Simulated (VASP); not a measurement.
# MoS2 (P-6m2) in VASP: a series of runs, part 2 of 2

VASP 6.6.1. The steps go on from the part before.

## Step 4: Single point, PBE

This run uses another cell than the first one.

Contents of INCAR:

```
ALGO = Normal ; EDIFF = 1E-6
ENCUT = 520 ; GGA = PE
ISIF = 2 ; ISMEAR = -1
LASPH = True ; LCHARG = False
LREAL = False ; LWAVE = False
NBANDS = 49 ; NELM = 100
PREC = Accurate ; SIGMA = 0.05
```

Contents of KPOINTS:

```
k-points
0
Gamma
  7 7 1
```

Contents of POSCAR:

```
MoS2
1.0
    3.1840155185      0.0000000000      0.0000000000
   -1.5920077592      2.7574383250      0.0000000000
    0.0000000000      0.0000000000     28.3873198000
Mo S
3 6
Direct
    0.3333333333      0.6666666667      0.2599876387
    0.3333333333      0.6666666667      0.7400123613
    0.6666666667      0.3333333333      0.0000000000
    0.6666666667      0.3333333333      0.2049294610
    0.6666666667      0.3333333333      0.6849570292
    0.3333333333      0.6666666667      0.9449424442
    0.6666666667      0.3333333333      0.3150429708
    0.6666666667      0.3333333333      0.7950705390
    0.3333333333      0.6666666667      0.0550575558
```

Potentials or basis: VASP PAW PBE potentials, release 64 (Mo_sv, S).

On the command line:

```
> cat potpaw_PBE.64/Mo_sv/POTCAR potpaw_PBE.64/S/POTCAR > POTCAR
> mpirun -np 1 vasp_std > vasp.out
```

OUTCAR:

```text
EDIFF = 1E-6
   ENCUT = 520
   GGA = PE
   ISIF = 2
   ISMEAR = -1
   LASPH = True
   LREAL = False
   NELM = 100
   PREC = Accurate

 ion  position               nearest neighbor table
   1  0.333  0.667  0.260-   7 2.41   7 2.41   7 2.41   4 2.41   4 2.41   4 2.41
   2  0.333  0.667  0.740-   5 2.41   5 2.41   5 2.41   8 2.41   8 2.41   8 2.41
   3  0.667  0.333  0.000-   6 2.41   9 2.41   6 2.41   9 2.41   6 2.41   9 2.41
   4  0.667  0.333  0.205-   1 2.41   1 2.41   1 2.41
   5  0.667  0.333  0.685-   2 2.41   2 2.41   2 2.41
   6  0.333  0.667  0.945-   3 2.41   3 2.41   3 2.41
   7  0.667  0.333  0.315-   1 2.41   1 2.41   1 2.41
[... 615 lines left out ...]
  external PRESSURE =      -0.5008092 kB  Pullay stress =       0.0000000 kB

 VOLUME and BASIS-vectors are now :
 -----------------------------------------------------------------------------
  energy-cutoff  :      520.00
  volume of cell :      249.23
      direct lattice vectors                 reciprocal lattice vectors
     3.184015518  0.000000000  0.000000000     0.314068821  0.181327718  0.000000000
    -1.592007759  2.757438325  0.000000000     0.000000000  0.362655437  0.000000000
     0.000000000  0.000000000 28.387319800     0.000000000  0.000000000  0.035226996

 POSITION                                       TOTAL-FORCE (eV/Angst)
 -----------------------------------------------------------------------------------
     -0.00000      1.83829      7.38035         0.000000      0.000000      0.000031
     -0.00000      1.83829     21.00697        -0.000000     -0.000000     -0.000031
      1.59201      0.91915      0.00000        -0.000000      0.000000      0.000000
      1.59201      0.91915      5.81740        -0.000000     -0.000000      0.011846
      1.59201      0.91915     19.44409         0.000000     -0.000000      0.011591
     -0.00000      1.83829     26.82438         0.000000     -0.000000      0.011602
      1.59201      0.91915      8.94323         0.000000     -0.000000     -0.011591
      1.59201      0.91915     22.56992        -0.000000     -0.000000     -0.011846
     -0.00000      1.83829      1.56294         0.000000     -0.000000     -0.011602
 -----------------------------------------------------------------------------------
    total drift:                                0.000000     -0.000000      0.000000

  FREE ENERGIE OF THE ION-ELECTRON SYSTEM (eV)
  ---------------------------------------------------
  free  energy   TOTEN  =       -65.5691925561 eV

  energy  without entropy=      -65.5691925467  energy(sigma->0) =      -65.56919255
```

stdout:

```text
POSCAR found type information on POSCAR MoS
 POSCAR found :  2 types and       9 ions
 scaLAPACK will be used
 LDA part: xc-table for (Slater+PW92), standard interpolation
 POSCAR, INCAR and KPOINTS ok, starting setup
 FFT: planning ... GRIDC
 FFT: planning ... GRID_SOFT
 FFT: planning ... GRID
 WAVECAR not read
 entering main loop
```

Wall time 4.1 min (1 thread of Intel Xeon 8259CL, shared host); peak memory 0.37 GiB.

Results:

* Free energy: -65.5692 eV
* Largest force: 0.012 eV/Å
* Band gap on the k mesh: 1.75 eV (least direct gap 2.14 eV)

Forces on the atoms (eV/Å):
```
Mo   0.000  0.000  0.000
Mo   0.000  0.000  0.000
Mo   0.000  0.000  0.000
S    0.000  0.000  0.012
S    0.000  0.000  0.012
S    0.000  0.000  0.012
S    0.000  0.000 -0.012
S    0.000  0.000 -0.012
S    0.000  0.000 -0.012
```

## Step 5: Single point, PBE

This run uses another cell than the first one.

Contents of INCAR:

```
PREC = Accurate
ENCUT = 520
EDIFF = 1E-6
ISMEAR = 0
SIGMA = 0.013000000000000001
LREAL = F
LASPH = T
NELM = 60
ALGO = Normal
ISIF = 2
LWAVE = F
LCHARG = F
GGA = PE
NBANDS = 49
```

Contents of KPOINTS:

```
regular mesh
0
Gamma
  10 10 1
```

Contents of POSCAR:

```
MoS2
1.0
    3.1840155185      0.0000000000      0.0000000000
   -1.5920077592      2.7574383250      0.0000000000
    0.0000000000      0.0000000000     28.3873198000
Mo S
3 6
Direct
    0.3333333333      0.6666666667      0.2281647700
    0.3333333333      0.6666666667      0.7718352300
    0.6666666667      0.3333333333      0.0000000000
    0.6666666667      0.3333333333      0.1734930900
    0.6666666667      0.3333333333      0.7171875100
    0.3333333333      0.6666666667      0.9453341200
    0.6666666667      0.3333333333      0.2828124900
    0.6666666667      0.3333333333      0.8265069100
    0.3333333333      0.6666666667      0.0546658800
```

Potentials or basis: VASP PAW PBE potentials, release 64 (Mo_sv, S).

On the command line:

```
> cat potpaw_PBE.64/Mo_sv/POTCAR potpaw_PBE.64/S/POTCAR > POTCAR
> mpirun -np 1 vasp_std > vasp.out
```

OUTCAR:

```text
PREC = Accurate
   ENCUT = 520
   EDIFF = 1E-6
   ISMEAR = 0
   LREAL = F
   LASPH = T
   NELM = 60
   ISIF = 2
   GGA = PE

 ion  position               nearest neighbor table
   1  0.333  0.667  0.228-   7 2.41   7 2.41   7 2.41   4 2.41   4 2.41   4 2.41
   2  0.333  0.667  0.772-   5 2.41   5 2.41   5 2.41   8 2.41   8 2.41   8 2.41
   3  0.667  0.333  0.000-   6 2.41   9 2.41   6 2.41   9 2.41   6 2.41   9 2.41
   4  0.667  0.333  0.173-   1 2.41   1 2.41   1 2.41
   5  0.667  0.333  0.717-   2 2.41   2 2.41   2 2.41
   6  0.333  0.667  0.945-   3 2.41   3 2.41   3 2.41
   7  0.667  0.333  0.283-   1 2.41   1 2.41   1 2.41
[... 934 lines left out ...]
  external PRESSURE =       7.9533232 kB  Pullay stress =       0.0000000 kB

 VOLUME and BASIS-vectors are now :
 -----------------------------------------------------------------------------
  energy-cutoff  :      520.00
  volume of cell :      249.23
      direct lattice vectors                 reciprocal lattice vectors
     3.184015518  0.000000000  0.000000000     0.314068821  0.181327718  0.000000000
    -1.592007759  2.757438325  0.000000000     0.000000000  0.362655437  0.000000000
     0.000000000  0.000000000 28.387319800     0.000000000  0.000000000  0.035226996

 POSITION                                       TOTAL-FORCE (eV/Angst)
 -----------------------------------------------------------------------------------
     -0.00000      1.83829      6.47699        -0.000000     -0.000000      0.005376
     -0.00000      1.83829     21.91033        -0.000000      0.000000     -0.005376
      1.59201      0.91915      0.00000        -0.000000      0.000000     -0.000000
      1.59201      0.91915      4.92500         0.000000     -0.000000     -0.155215
      1.59201      0.91915     20.35903         0.000000     -0.000000     -0.204400
     -0.00000      1.83829     26.83550         0.000000     -0.000000     -0.156597
      1.59201      0.91915      8.02829         0.000000     -0.000000      0.204400
      1.59201      0.91915     23.46232         0.000000     -0.000000      0.155215
     -0.00000      1.83829      1.55182         0.000000     -0.000000      0.156597
 -----------------------------------------------------------------------------------
    total drift:                                0.000000     -0.000000      0.000000

  FREE ENERGIE OF THE ION-ELECTRON SYSTEM (eV)
  ---------------------------------------------------
  free  energy   TOTEN  =       -65.5323056919 eV

  energy  without entropy=      -65.5323056919  energy(sigma->0) =      -65.53230569
```

Wall time 6.9 min (1 thread of Intel Xeon 8259CL, shared host); peak memory 0.41 GiB.

What came out:

- Free energy: -65.5323 eV
- Largest force: 0.204 eV/Å
- Band gap on the k mesh: 1.32 eV (least direct gap 1.88 eV)

Forces on the atoms (eV/Å):
```
Mo   0.000  0.000  0.005
Mo   0.000  0.000 -0.005
Mo   0.000  0.000  0.000
S    0.000  0.000 -0.155
S    0.000  0.000 -0.204
S    0.000  0.000 -0.157
S    0.000  0.000  0.204
S    0.000  0.000  0.155
S    0.000  0.000  0.157
```

## Step 6: Single point, PBE

This run uses another cell than the first one.

Contents of INCAR:

```
PREC     = Accurate       # precision mode
ENCUT    = 520            # plane-wave cutoff, eV
EDIFF    = 1E-7           # SCF threshold, eV
ISMEAR   = 0              # smearing method
SIGMA    = 0.014          # smearing width, eV
LREAL    = False          # projectors in reciprocal space
LASPH    = True           # aspherical terms in the spheres
NELM     = 80             # most SCF steps
ALGO     = Normal         # electronic algorithm
ISIF     = 2              # what is computed and relaxed
LWAVE    = False          # write WAVECAR
LCHARG   = False          # write CHGCAR
GGA      = PE             # functional
NBANDS   = 49             # bands
```

KPOINTS is that of step 5.

POSCAR is that of step 5.

Potentials or basis: VASP PAW PBE potentials, release 64 (Mo_sv, S).

On the command line:

```
> cat potpaw_PBE.64/Mo_sv/POTCAR potpaw_PBE.64/S/POTCAR > POTCAR
> mpirun -np 1 vasp_std > vasp.out
```

Run time: 6.9 min. Hardware: 1 thread of Intel Xeon 8259CL, shared host; peak memory 0.41 GiB.

Results (log left out):

- Free energy: -65.5323 eV
- Largest force: 0.204 eV/Å
- Band gap on the k mesh: 1.32 eV (least direct gap 1.88 eV)

Forces on the atoms (eV/Å):
```
Mo   0.000  0.000  0.005
Mo   0.000  0.000 -0.005
Mo   0.000  0.000  0.000
S    0.000  0.000 -0.155
S    0.000  0.000 -0.204
S    0.000  0.000 -0.157
S    0.000  0.000  0.204
S    0.000  0.000  0.155
S    0.000  0.000  0.157
```

Levels at points of the mesh, in eV from the valence-band top:
```csv
k point,band 36,band 37,band 38,band 39,band 40,band 41,band 42,band 43
"(0.00, 0.00, 0.00)",-1.64,-0.63,-0.27,0.00,2.31,2.31,2.31,2.31
"(0.50, 0.00, 0.00)",-1.43,-1.11,-1.08,-1.06,1.78,1.79,1.79,2.25
```

## Step 7: The runs side by side

| level | cell | k mesh | cutoff (eV) | smearing | gap on the mesh (eV) | largest force (eV/Å) |
| --- | --- | --- | --- | --- | --- | --- |
| revPBE | a = 3.203, b = 3.203, c = 27.743 Å, angles 90.0, 90.0, 120.0°, 9 atoms, atomic positions A | 10 × 10 × 1 | 500 | fermi-dirac 0.05 eV | 1.70 | 0.02 |
| PBEsol | a = 3.141, b = 3.141, c = 28.014 Å, angles 90.0, 90.0, 120.0°, 9 atoms, atomic positions B | 10 × 10 × 1 | 520 | fermi-dirac 0.05 eV | 1.25 | - |
| PBE | a = 3.184, b = 3.184, c = 28.387 Å, angles 90.0, 90.0, 120.0°, 9 atoms, atomic positions C | 7 × 7 × 1 | 520 | fermi-dirac 0.05 eV | 1.75 | 0.01 |
| PBE | a = 3.184, b = 3.184, c = 28.387 Å, angles 90.0, 90.0, 120.0°, 9 atoms, atomic positions D | 10 × 10 × 1 | 520 | gaussian 0.013 eV | 1.32 | 0.20 |
| PBE | a = 3.184, b = 3.184, c = 28.387 Å, angles 90.0, 90.0, 120.0°, 9 atoms, atomic positions D | 10 × 10 × 1 | 520 | gaussian 0.014 eV | 1.32 | 0.20 |

Alike in all rows: task single point; potentials or basis VASP PAW PBE potentials, release 64 (Mo_sv, S); no spin polarisation.

Caveats: the PAW data sets were made with another functional, which shifts forces and pressure a little (at least some runs); an odd mesh through Γ misses points on the zone boundary, where band edges can lie (at least some runs).

Total energies depend on the potentials used, so only differences within one code and one set of settings carry meaning.
